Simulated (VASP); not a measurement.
# SiC20 in VASP: further runs, part 2 of 2

VASP 6.6.1. The steps go on from the part before.

## (3) Single point, PBE+D3(BJ)

INCAR reads:

```
PREC = Accurate
ENCUT = 520
EDIFF = 1E-6
ISMEAR = 0
SIGMA = 0.1
LREAL = F
LASPH = T
NELM = 120
ALGO = Normal
ISIF = 2
LWAVE = F
LCHARG = F
LDIPOL = T
IDIPOL = 3
DIPOL = 0.5 0.5 0.304
GGA = PE
IVDW = 12
NBANDS = 58
GGA_COMPAT = F
NELMDL = -8
```

KPOINTS reads:

```
Automatic mesh
0
Gamma
  6 4 1
```

POSCAR reads:

```
SiC20
1.0
    4.9300510483      0.0000000000      0.0000000000
   -1.2325127621      7.0736882673      0.0000000000
    0.0000000000      0.0000000000     22.1293523549
C Si
20 1
Direct
    0.3858166895      0.5432667578      0.1807554029
    0.8858166895      0.5432667578      0.1807554029
    0.2722014076      0.0888056305      0.2267404590
    0.7722014076      0.0888056305      0.2267404590
    0.4009962183      0.6039848731      0.2420688497
    0.9009962183      0.6039848731      0.2420688497
    0.0297911243      0.1191644973      0.2573972018
    0.5297911243      0.1191644973      0.2573972018
    0.1585861258      0.6343445031      0.2727255152
    0.6585861258      0.6343445031      0.2727255152
    0.0461074868      0.1844301691      0.3199090572
    0.5461074868      0.1844301691      0.3199090572
    0.1537589873      0.6150359018      0.3368154657
    0.6537589873      0.6150359018      0.3368154657
    0.3084764848      0.2339064522      0.3480645378
    0.8084764848      0.2339064522      0.3480645378
    0.3880568074      0.5522270554      0.3629961795
    0.8880568074      0.5522270554      0.3629961795
    0.3445502047      0.3782016492      0.3944694004
    0.8445502047      0.3782016492      0.3944694004
    0.5945502047      0.8782016492      0.5074415272
```

Potentials or basis: VASP PAW PBE potentials, release 64 (C, Si).

Run with:

```console
cat potpaw_PBE.64/C/POTCAR potpaw_PBE.64/Si/POTCAR > POTCAR
mpirun -np 1 vasp_std > vasp.out
```

OUTCAR:

```text
PREC = Accurate
   ENCUT = 520
   EDIFF = 1E-6
   ISMEAR = 0
   LREAL = F
   LASPH = T
   NELM = 120
   ISIF = 2
   GGA = PE
   IVDW = 12
   NELMDL = -8
 IVDW          = 12

 ion  position               nearest neighbor table
   1  0.386  0.543  0.181-   5 1.42
   2  0.886  0.543  0.181-   6 1.42
   3  0.272  0.089  0.227-   8 1.42   7 1.42
   4  0.772  0.089  0.227-   7 1.42   8 1.42
   5  0.401  0.604  0.242-   1 1.42  10 1.42   9 1.42
   6  0.901  0.604  0.242-   2 1.42   9 1.42  10 1.42
   7  0.030  0.119  0.257-   4 1.42   3 1.42  11 1.46
   8  0.530  0.119  0.257-   3 1.42   4 1.42  12 1.46
[... 1051 lines left out ...]
  in kB     -22.30162    -0.64991   -10.96382    -0.07348    -6.12689    -0.06461
  external pressure =      -11.31 kB  Pullay stress =        0.00 kB

 VOLUME and BASIS-vectors are now :
 -----------------------------------------------------------------------------
  energy-cutoff  :      520.00
  volume of cell :      771.73
      direct lattice vectors                 reciprocal lattice vectors
     4.930051048  0.000000000  0.000000000     0.202837656  0.035342242  0.000000000
    -1.232512762  7.073688267  0.000000000     0.000000000  0.141368967  0.000000000
     0.000000000  0.000000000 22.129352355     0.000000000  0.000000000  0.045188851

 POSITION                                       TOTAL-FORCE (eV/Angst)
 -----------------------------------------------------------------------------------
      1.23251      3.84290      4.00000        -0.000914      0.376211      1.484424
      3.69754      3.84290      4.00000         0.001272      0.363457      1.475396
      1.23251      0.62818      5.01762         0.001801      0.485398      1.823144
      3.69754      0.62818      5.01762        -0.004249      0.447977      1.849606
      1.23251      4.27240      5.35683         0.007313      0.536446     -2.542859
      3.69754      4.27240      5.35683        -0.005797      0.580098     -2.522775
[... 13 lines left out ...]
      3.69754      2.67528      8.72935         0.011486     -0.073098      0.239352
      1.84877      6.21212     11.22935        -0.008813     -0.041242     -0.266459
 -----------------------------------------------------------------------------------
    total drift:                                0.000175     -0.000362      0.000182

  FREE ENERGIE OF THE ION-ELECTRON SYSTEM (eV)
  ---------------------------------------------------
  free  energy   TOTEN  =      -162.9035311378 eV

  energy  without entropy=     -162.7687450173  energy(sigma->0) =     -162.83613808

 vacuum level on the upper side and lower side of the slab         1.010         4.053
```

OSZICAR:

```text
N       E                     dE             d eps       ncg     rms          rms(c)
DAV:   1     0.682695512592E+03    0.68270E+03   -0.31872E+04  1656   0.111E+03
DAV:   2    -0.479514040697E+02   -0.73065E+03   -0.68974E+03  2368   0.256E+02
DAV:   3    -0.173430126073E+03   -0.12548E+03   -0.12400E+03  1888   0.110E+02
[... 26 lines left out ...]
DAV:  30    -0.160532206667E+03   -0.65916E-05   -0.16456E-06  1166   0.326E-03    0.126E-02
DAV:  31    -0.160532207881E+03   -0.12144E-05   -0.76665E-06  1210   0.222E-03    0.226E-03
DAV:  32    -0.160532209319E+03   -0.14380E-05   -0.37486E-07  1172   0.127E-03    0.726E-04
DAV:  33    -0.160532210680E+03   -0.13614E-05   -0.42041E-07  1186   0.861E-04    0.245E-03
DAV:  34    -0.160532211116E+03   -0.43573E-06   -0.12804E-07  1110   0.582E-04
   1 F= -.16290353E+03 E0= -.16283614E+03  d E =-.134786E+00
```

Run time: 48 min. Hardware: 1 thread of Intel Xeon 8259CL, shared host; peak memory 0.97 GiB.

What came out:

| Quantity | Value |
| --- | --- |
| Free energy | -162.9035 eV |
| Largest force | 2.599 eV/Å |
| Band gap on the k mesh | zero (bands 42 and 43 overlap by 0.03 eV) |
| Dispersion energy per atom | -0.113 eV |

Forces on the atoms (eV/Å):
```
C   -0.001  0.376  1.484
C    0.001  0.363  1.475
C    0.002  0.485  1.823
C   -0.004  0.448  1.850
C    0.007  0.536 -2.543
C   -0.006  0.580 -2.523
C    0.000 -0.752 -1.721
C    0.002 -0.743 -1.681
C   -0.011 -0.656  0.808
C    0.011 -0.636  0.817
C    0.003  0.010  0.033
C   -0.003  0.011  0.013
C   -0.028  0.012 -0.081
C    0.025  0.010 -0.116
C   -0.009 -0.088 -0.050
C    0.009 -0.096 -0.040
C    0.005  0.251  0.202
C    0.004  0.120  0.049
C   -0.011 -0.117  0.225
C    0.011 -0.073  0.239
Si  -0.009 -0.041 -0.266
```

Levels at points of the mesh, in eV from the Fermi level:
```
           k point  band 39  band 40  band 41  band 42  band 43  band 44  band 45  band 46
(0.00, 0.00, 0.00)    -1.04    -0.80    -0.35    -0.09    -0.01     0.08     0.63     0.65
(0.50, 0.00, 0.00)    -1.38    -0.29    -0.09    -0.08     0.13     0.17     0.44     0.48
(0.00, 0.50, 0.00)    -1.04    -0.80    -0.35    -0.14     0.01     0.04     0.60     0.75
(0.50, 0.50, 0.00)    -1.35    -0.29    -0.05    -0.04     0.13     0.17     0.44     0.48
```
